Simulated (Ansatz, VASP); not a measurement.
# One calculation of PbO2, two programs

```xyz
6
Lattice="4.9827 0.0000 0.0000 0.0000 4.9827 0.0000 0.0000 0.0000 3.4080" Properties=species:S:1:pos:R:3 pbc="T T T"
Pb    0.0000    0.0000    0.0000
Pb    2.4914    2.4914    1.7040
O     1.5308    1.5308    0.0000
O     0.9606    4.0222    1.7040
O     3.4519    3.4519    0.0000
O     4.0222    0.9606    1.7040
```

Alike in both runs: task single point; functional r2SCAN; k mesh 6 × 6 × 8; occupations fermi-dirac, width 0.02 eV; no spin polarisation.

|  | VASP | Ansatz |
| --- | --- | --- |
| version | VASP 6.6.1 | Ansatz 0.2.0 |
| potentials or method | VASP PAW PBE potentials, release 64 (Pb_d, O) | plane waves, PAW |
| plane-wave cutoff (eV) | 520 | 500 |
| valence electrons in the cell | 52 | 52 |

VASP gave:

* pressure (GPa): 0.8
* traceless stress, the component that is largest in VASP (GPa): 0.12
* rms of the force components (eV/Å): 0.003

Q: Which values does Ansatz return?

A: Pressure (GPa): -0.1; traceless stress, the component that is largest in VASP (GPa): -0.15; rms of the force components (eV/Å): 0.004.

VASP's potentials were made for PBE, not for r2SCAN. Atom by atom the forces differ by 0.008 eV/Å (rms over components).

Spin-orbit coupling is off throughout.
